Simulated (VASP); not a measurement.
C, 4 atoms in the cell. It takes space group P6_3mc (No. 186, hexagonal). Conventional cell: a = 2.470 Å, b = 2.470 Å, c = 6.790 Å, α = 90.00°, β = 90.00°, γ = 120.00°. C (site symmetry 3m) has 3 C at 1.43 Å within 1.9 Å. Within 1.9 Å of C (site symmetry 3m) lie 3 C at 1.43 Å. 

* Program: VASP 6.6.1
* Task: single point
* Functional: r2SCAN
* Potentials or basis: VASP PAW PBE potentials, release 64 (C)
* Cutoff: 520 eV
* k mesh: 12 × 12 × 4
* Occupations: fermi-dirac, width 0.1 eV
* Spin: no spin polarisation
* Dipole correction: no
* Further INCAR settings: ALGO = Normal; EDIFF = 1e-06; NBANDS = 16

Potentials or basis: VASP PAW PBE potentials, release 64 (C).

Command:

```bash
$ cat potpaw_PBE.64/C/POTCAR > POTCAR
$ cp INCAR.step1 INCAR
$ mpirun -np 1 vasp_std > vasp.out
$ cp INCAR.step2 INCAR
$ mpirun -np 1 vasp_std > vasp.out
```

Hardware: 1 thread of AMD EPYC 7R13, on a shared host.

Task: How long does it take, and how much memory?

Result: Wall time 3.5 min on 1 thread of AMD EPYC 7R13, on a shared host, peak memory 0.12 GiB. Counts: k points 57.
